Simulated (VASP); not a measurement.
# B (P6_3/mmc) in VASP: notebook

The runs below take B through single point, relaxation of cell and atoms, with r2SCAN.

Program: VASP 6.6.1. These are calculated values, not measurements. Logs are shortened: lines on timing, memory, paths and dates and some standing lists are left out, and cuts for length are marked.

**1. The cell of the first run**

The structure is hexagonal, space group P6_3/mmc (No. 194). Conventional cell: a = 1.699 Å, b = 1.699 Å, c = 8.008 Å, α = 90.00°, β = 90.00°, γ = 120.00°. B (site symmetry -6m2) has 6 B at 1.70 Å within 2.3 Å.

This isn't the form of B at room conditions, which is rhombohedral.

**2. Single point, r2SCAN**

Contents of POSCAR:

```
B
1.0
    1.6994942565      0.0000000000      0.0000000000
   -0.8497471282      1.4718051997      0.0000000000
    0.0000000000      0.0000000000      8.0077457492
B
2
Direct
    0.3333333333      0.6666666667      0.2500000000
    0.6666666667      0.3333333333      0.7500000000
```

Contents of INCAR.step1:

```
PREC = Accurate ; ENCUT = 550
ISMEAR = 0 ; SIGMA = 0.1
LREAL = False ; LASPH = True
NELM = 120 ; NBANDS = 10
GGA = PE ; ALGO = Normal
EDIFF = 1E-5 ; LWAVE = True
LCHARG = False ; GGA_COMPAT = False
```

Contents of INCAR.step2:

```
PREC = Accurate ; ENCUT = 550
EDIFF = 1E-6 ; ISMEAR = 0
SIGMA = 0.1 ; LREAL = False
LASPH = True ; NELM = 120
ALGO = Normal ; ISIF = 2
LWAVE = False ; LCHARG = False
METAGGA = R2SCAN ; LMIXTAU = True
NBANDS = 10 ; ISTART = 1
GGA_COMPAT = False
```

Contents of KPOINTS:

```
regular mesh
0
Gamma
  9 9 6
```

Potentials or basis: VASP PAW PBE potentials, release 64 (B).

Run with:

```console
$ cat potpaw_PBE.64/B/POTCAR > POTCAR
$ cp INCAR.step1 INCAR
$ mpirun -np 1 vasp_std > vasp.out
$ cp INCAR.step2 INCAR
$ mpirun -np 1 vasp_std > vasp.out
```

OUTCAR:

```text
PREC = Accurate
   ENCUT = 550
   EDIFF = 1E-6
   ISMEAR = 0
   LREAL = False
   LASPH = True
   NELM = 120
   ISIF = 2
   METAGGA = R2SCAN
   ISTART = 1

 ion  position               nearest neighbor table
   1  0.333  0.667  0.250-
   2  0.667  0.333  0.750-

  LATTYP: Found a hexagonal cell.
 ALAT       =     1.6994942565
 C/A-ratio  =     4.7118404305

  Lattice vectors:

 A1 = (   1.6994942565,   0.0000000000,   0.0000000000)
 A2 = (  -0.8497471282,   1.4718051997,   0.0000000000)
 A3 = (   0.0000000000,   0.0000000000,   8.0077457492)

Analysis of symmetry for initial positions (statically):
=====================================================================
 Subroutine PRICEL returns:
 Original cell was already a primitive cell.

 Routine SETGRP: Setting up the symmetry group for a
 hexagonal supercell.

 Subroutine GETGRP returns: Found 24 space group operations
 (whereof 12 operations were pure point group operations)
 out of a pool of 24 trial point group operations.

The static configuration has the point symmetry D_3d.
 The point group associated with its full space group is D_6h.

Analysis of symmetry for dynamics (positions and initial velocities):
=====================================================================
 Subroutine PRICEL returns:
 Original cell was already a primitive cell.

 Routine SETGRP: Setting up the symmetry group for a
 hexagonal supercell.

 Subroutine GETGRP returns: Found 24 space group operations
 (whereof 12 operations were pure point group operations)
 out of a pool of 24 trial point group operations.

The dynamic configuration has the point symmetry D_3d.
 The point group associated with its full space group is D_6h.

 Subroutine INISYM returns: Found 24 space group operations
 (whereof 12 operations are pure point group operations),
 and found     1 'primitive' translations

----------------------------------------------------------------------------------------

                                     Primitive cell

  volume of cell :      20.0300

  direct lattice vectors                    reciprocal lattice vectors
     1.699494256  0.000000000  0.000000000     0.588410344  0.339718870  0.000000000
    -0.849747128  1.471805200  0.000000000     0.000000000  0.679437741  0.000000000
     0.000000000  0.000000000  8.007745749     0.000000000  0.000000000  0.124879090

[... 88 lines left out ...]
   NFREE  =      0    steps in history (QN), initial steepest desc. (CG)
   ISIF   =      2    stress and relaxation
   ISYM   =      2    0-nonsym 1-usesym 2-fastsym
   POTIM  = 0.5000    time-step for ionic-motion
   TEBEG  =    0.0;   TEEND  =   0.0 temperature during run
   PSTRESS=    0.0 pullay stress
   NELECT =       6.0000    total number of electrons
   NUPDOWN=      -1.0000    fix difference up-down
   EMIN   =  10.00;   EMAX   =-10.00  energy-range for DOS
   EFERMI =   0.00;   METHOD = LEGACY
   ISMEAR =     0;   SIGMA  =   0.10  broadening in eV -4-tet -1-fermi 0-gaus
   EFERMI_NEDOS =   21; number of points for ismear=-14 and -15
   IALGO  =     38    algorithm
   IMIX   =      4    mixing-type and parameters
     AMIX     =   0.40;   BMIX     =  1.00
     AMIX_MAG =   1.60;   BMIX_MAG =  1.00
  volume/ion in A,a.u.               =      10.01        67.58
  Fermi-wavevector in a.u.,A,eV,Ry     =   1.095381  2.069970 16.325076  1.199859
  Thomas-Fermi vector in A             =   2.231703
   LORBIT       =      0    0 simple, 1 ext, 2 COOP (PROOUT), +10 PAW based schemes
   METAGGA = R2SCAN    functional components
   LHFCALC =     F    Hartree Fock is set to
   AEXX    =    0.0000 exact exchange contribution
   IVDW    =     0    specifies the selected vdW correction
   LEPSILON=     F    determine dielectric tensor
   LRPA    =     F    only Hartree local field effects (RPA)
 non-spin polarized calculation
 Gauss-broadening in eV      SIGMA  =   0.10
  energy-cutoff  :      550.00
  volume of cell :       20.03
 maximum number of plane-waves:       613
 NGX is ok and might be reduce to    14
   NGX =  7   NGY =  7   NGZ = 31

 number of electron       6.0000000 magnetization

 Free energy of the ion-electron system (eV)
  ---------------------------------------------------
  ext. energy  EPLUGINS =         0.00000000
  ---------------------------------------------------
  free energy    TOTEN  =       -13.20066602 eV

  energy without entropy =      -13.19208591  energy(sigma->0) =      -13.19637597

 E-fermi :   5.2613     XC(G=0): -10.1497

 val. band max:        4.4671318368   @ k =   0.3333   0.0000   0.0000
 cond. band min:       5.3323070209   @ k =   0.3333   0.2222   0.0000
 fundamental gap:      0.8651751840
 Fermi energy:         5.2612984773

 k-point     1 :       0.0000    0.0000    0.0000
  band No.  band energies     occupation
      1     -13.9052      2.00000
      2     -13.7646      2.00000
      3      -4.3146      2.00000
      4      -3.2145      2.00000
      5       6.6889      0.00000
      6      12.0630      0.00000
      7      15.7331      0.00000
      8      26.5900      0.00000
      9      31.3073      0.00000
     10      31.3078      0.00000
[... 287 lines left out ...]
 k-point    24 :       0.3333    0.3333    0.1667
  band No.  band energies     occupation
      1       0.9034      2.00000
      2       0.9146      2.00000
      3       0.9146      2.00000
      4       0.9261      2.00000
      5      14.1084      0.00000
      6      14.1084      0.00000
      7      14.1385      0.00000
      8      14.1385      0.00000
      9      22.9988      0.00000
     10      23.8364      0.00000

 [... further k-points ...]

------------------------ aborting loop because EDIFF is reached ----------------------------------------

  FORCE on cell =-STRESS in cart. coord.  units (eV):
  Direction    XX          YY          ZZ          XY          YZ          ZX
  --------------------------------------------------------------------------------------
  -------------------------------------------------------------------------------------
  Total        0.0161140      0.0161140     -0.0133850      0.0000000      0.0000000      0.0000000
  in kB        1.2889457      1.2889457     -1.0706519      0.0000000      0.0000000      0.0000000
  external PRESSURE =       0.5024132 kB  Pullay stress =       0.0000000 kB

 VOLUME and BASIS-vectors are now :
 -----------------------------------------------------------------------------
  energy-cutoff  :      550.00
  volume of cell :       20.03
      direct lattice vectors                 reciprocal lattice vectors
     1.699494256  0.000000000  0.000000000     0.588410344  0.339718870  0.000000000
    -0.849747128  1.471805200  0.000000000     0.000000000  0.679437741  0.000000000
     0.000000000  0.000000000  8.007745749     0.000000000  0.000000000  0.124879090

 POSITION                                       TOTAL-FORCE (eV/Angst)
 -----------------------------------------------------------------------------------
     -0.00000      0.98120      2.00194         0.000000     -0.000000      0.000000
      0.84975      0.49060      6.00581        -0.000000      0.000000      0.000000
 -----------------------------------------------------------------------------------
    total drift:                               -0.000000      0.000000     -0.000000

  FREE ENERGIE OF THE ION-ELECTRON SYSTEM (eV)
  ---------------------------------------------------
  free  energy   TOTEN  =       -13.2006660210 eV

  energy  without entropy=      -13.1920859092  energy(sigma->0) =      -13.19637597
```

OUTCAR.step1:

```text
PREC = Accurate
   ENCUT = 550
   ISMEAR = 0
   LREAL = False
   LASPH = True
[... 537 lines left out ...]
     -0.00000      0.98120      2.00194         0.000000     -0.000000      0.000000
      0.84975      0.49060      6.00581        -0.000000      0.000000      0.000000
 -----------------------------------------------------------------------------------
    total drift:                               -0.000000      0.000000     -0.000000

  FREE ENERGIE OF THE ION-ELECTRON SYSTEM (eV)
  ---------------------------------------------------
  free  energy   TOTEN  =       -11.9992559035 eV

  energy  without entropy=      -11.9906731405  energy(sigma->0) =      -11.99496452
```

Run time: 80 s. Hardware: 1 thread of AMD EPYC 7R13, shared host; peak memory 0.1 GiB.

Results:

```
Free energy            : -13.2007 eV
Pressure               : 0.1 GPa
Band gap on the k mesh : zero (bands 3 and 4 overlap by 10.96 eV)
```

Stress tensor (GPa, compression positive):
```
 0.13  0.00  0.00
 0.00  0.13  0.00
 0.00  0.00 -0.11
```

Caveat: the k points lie up to 0.47 Å⁻¹ apart, too coarse for converged energies and pressures of a metal; the PAW data sets were made with another functional, which shifts forces and pressure a little.

**3. Relaxation of cell and atoms, r2SCAN**

This run uses another cell than the first one, of 7.62 Å³/atom.

Contents of POSCAR:

```
B
1.0
    2.2130123495      0.0000000000      0.0000000000
   -1.1065061747      1.9165249135      0.0000000000
    0.0000000000      0.0000000000      3.5918362432
B
2
Direct
    0.3333333333      0.6666666667      0.2500000000
    0.6666666667      0.3333333333      0.7500000000
```

Contents of INCAR.step1:

```
SYSTEM = B
ALGO = Normal
EDIFF = 1E-5
EDIFFG = -0.005
ENCUT = 550
GGA = PE
GGA_COMPAT = .FALSE.
IBRION = 2
ISIF = 3
ISMEAR = 0
LASPH = .TRUE.
LCHARG = .FALSE.
LREAL = .FALSE.
LWAVE = .TRUE.
NELM = 120
NELMIN = 4
NSW = 100
PREC = Accurate
SIGMA = 0.1
```

Contents of INCAR.step2:

```
SYSTEM = B
ALGO = Normal
EDIFF = 1E-7
EDIFFG = -0.04
ENCUT = 550
GGA_COMPAT = .FALSE.
IBRION = 2
ISIF = 3
ISMEAR = 0
ISTART = 1
LASPH = .TRUE.
LCHARG = .FALSE.
LMIXTAU = .TRUE.
LREAL = .FALSE.
LWAVE = .FALSE.
METAGGA = R2SCAN
NELM = 120
NELMIN = 4
NSW = 90
PREC = Accurate
SIGMA = 0.1
```

Contents of KPOINTS:

```
k-points
0
G
  9 9 6
  0 0 0
```

Potentials or basis: VASP PAW PBE potentials, release 64 (B).

Run with:

```console
$ cat potpaw_PBE.64/B/POTCAR > POTCAR
$ cp INCAR.step1 INCAR
$ mpirun -np 1 vasp_std > vasp.out
$ cp INCAR.step2 INCAR
$ mpirun -np 1 vasp_std > vasp.out
```

Run time: 22 min. Hardware: 1 thread of AMD EPYC 7R13, shared host; peak memory 0.09 GiB.

It converged, with:

| Item | Value |
| --- | --- |
| Free energy | -12.9028 eV |
| Relaxed volume | 7.94 Å³/atom |
| Relaxed cell | a = 1.700 Å, b = 1.700 Å, c = 6.344 Å, α = 90.00°, β = 90.00°, γ = 120.00° |
| Space group after relaxing (to 0.1 Å) | P6_3/mmc (No. 194) |
| Pressure after relaxing | 0.3 GPa |
| Band gap on the k mesh | zero (bands 3 and 4 overlap by 10.70 eV) |

Stress tensor (GPa, compression positive):
```
0.28 0.00 0.00
0.00 0.28 0.00
0.00 0.00 0.19
```

Final structure:
```yaml
crystal:
  lattice:
    - [1.69988, 0.00000, 0.00000]
    - [-0.84994, 1.47214, 0.00000]
    - [0.00000, 0.00000, 6.34407]
  atoms:
    - { symbol: B, position: [0.33333, 0.66667, 0.25000] }
    - { symbol: B, position: [0.66667, 0.33333, 0.75000] }
```

Levels at points of the mesh, in eV from the Fermi level:
| k point | band 1 | band 2 | band 3 | band 4 | band 5 | band 6 | band 7 |
| --- | --- | --- | --- | --- | --- | --- | --- |
| (0.00, 0.00, 0.00) | -19.48 | -18.66 | -10.55 | -6.87 | 3.28 | 13.91 | 19.42 |
| (0.00, 0.00, 0.50) | -19.11 | -19.11 | -8.98 | -8.98 | 7.40 | 7.40 | 26.09 |

Caveat: the k points lie up to 0.47 Å⁻¹ apart in the final cell, too coarse for converged energies and pressures of a metal; a cell axis changed by over 15 % at a fixed basis, so the end point is rough; the PAW data sets were made with another functional, which shifts forces and pressure a little.

**4. Relaxation of cell and atoms, r2SCAN**

Contents of POSCAR:

```
B
1.0
    1.6994942565      0.0000000000      0.0000000000
   -0.8497471282      1.4718051997      0.0000000000
    0.0000000000      0.0000000000      8.0077457492
B
2
Direct
    0.3333333333      0.6666666667      0.2500000000
    0.6666666667      0.3333333333      0.7500000000
```

Contents of INCAR.step1:

```
PREC     = Accurate       # precision mode
ENCUT    = 550            # plane-wave cutoff, eV
ISMEAR   = 0              # smearing method
SIGMA    = 0.1            # smearing width, eV
LREAL    = False          # projectors in reciprocal space
LASPH    = True           # aspherical terms in the spheres
NELM     = 120            # most SCF steps
GGA      = PE             # functional
ALGO     = Normal         # electronic algorithm
EDIFF    = 1E-5           # SCF threshold, eV
LWAVE    = True           # write WAVECAR
LCHARG   = False          # write CHGCAR
GGA_COMPAT= False        
IBRION   = 2              # ionic algorithm
ISIF     = 3              # what is computed and relaxed
EDIFFG   = -0.005         # ionic threshold
NELMIN   = 4            
NSW      = 100            # ionic steps
```

Contents of INCAR.step2:

```
PREC     = Accurate       # precision mode
ENCUT    = 550            # plane-wave cutoff, eV
EDIFF    = 1E-7           # SCF threshold, eV
ISMEAR   = 0              # smearing method
SIGMA    = 0.1            # smearing width, eV
LREAL    = False          # projectors in reciprocal space
LASPH    = True           # aspherical terms in the spheres
NELM     = 120            # most SCF steps
ALGO     = Normal         # electronic algorithm
ISIF     = 3              # what is computed and relaxed
LWAVE    = False          # write WAVECAR
LCHARG   = False          # write CHGCAR
METAGGA  = R2SCAN         # meta-GGA
LMIXTAU  = True         
IBRION   = 2              # ionic algorithm
NSW      = 100            # ionic steps
EDIFFG   = -0.01          # ionic threshold
ISTART   = 1            
GGA_COMPAT= False        
NELMIN   = 4
```

Contents of KPOINTS:

```
Automatic mesh
0
Gamma
  36 36 8
```

Run with:

```console
$ cat potpaw_PBE.64/B/POTCAR > POTCAR
$ cp INCAR.step1 INCAR
$ mpirun -np 1 vasp_std > vasp.out
$ cp INCAR.step2 INCAR
$ mpirun -np 1 vasp_std > vasp.out
```

It took 74 min on 1 thread of Intel Xeon 8259CL, shared host; peak memory 0.21 GiB.

It converged, with:

- Free energy: -13.2059 eV
- Relaxed volume: 9.32 Å³/atom
- Relaxed cell: a = 1.706 Å, b = 1.706 Å, c = 7.396 Å, α = 90.00°, β = 90.00°, γ = 120.00°
- Space group after relaxing (to 0.1 Å): P6_3/mmc (No. 194)
- Energy gained by relaxing: 5.1 meV/atom
- Ionic steps: 11
- Pressure after relaxing: 0.0 GPa
- Band gap on the k mesh: zero (bands 3 and 4 overlap by 11.82 eV)

Step by step:
| step | energy change (eV) | largest force (eV/Å) | pressure (GPa) | volume (Å³) |
| --- | --- | --- | --- | --- |
| 1 | 0.0000 | 0.0000 | 1.74 | 20.03 |
| 2 | 0.0006 | 0.0000 | -3.31 | 20.35 |
| 3 | -0.0021 | 0.0000 | -0.67 | 20.18 |
| 4 | -0.0028 | 0.0000 | -0.66 | 20.09 |
| 5 | -0.0049 | 0.0000 | -0.61 | 19.84 |
| 6 | -0.0083 | 0.0000 | -0.48 | 19.33 |
| 7 | -0.0096 | 0.0000 | -0.21 | 18.32 |
| 8 | -0.0101 | 0.0000 | -0.32 | 18.72 |
| 9 | -0.0101 | 0.0000 | -0.31 | 18.67 |
| 10 | -0.0082 | 0.0000 | 2.52 | 18.47 |
| 11 | -0.0102 | 0.0000 | 0.00 | 18.65 |

Final structure:
```yaml
crystal:
  lattice:
    - [1.70630, 0.00000, 0.00000]
    - [-0.85315, 1.47770, 0.00000]
    - [0.00000, 0.00000, 7.39564]
  atoms:
    - { symbol: B, position: [0.33333, 0.66667, 0.25000] }
    - { symbol: B, position: [0.66667, 0.33333, 0.75000] }
```

Levels at points of the mesh, in eV from the Fermi level:
```
           k point  band 1  band 2  band 3  band 4  band 5  band 6  band 7
(0.00, 0.00, 0.00)  -18.36  -18.07   -9.08   -7.29    2.45    9.27   13.64
(0.50, 0.00, 0.00)   -9.30   -9.27    1.15    1.35    5.93    6.44   12.49
(0.00, 0.00, 0.50)  -18.22  -18.22   -8.27   -8.27    5.02    5.02   19.63
(0.50, 0.00, 0.50)   -9.29   -9.29    1.24    1.24    6.21    6.21   12.94
```

Caveat: the PAW data sets were made with another functional, which shifts forces and pressure a little.

(Continued in part 2 of 2.)
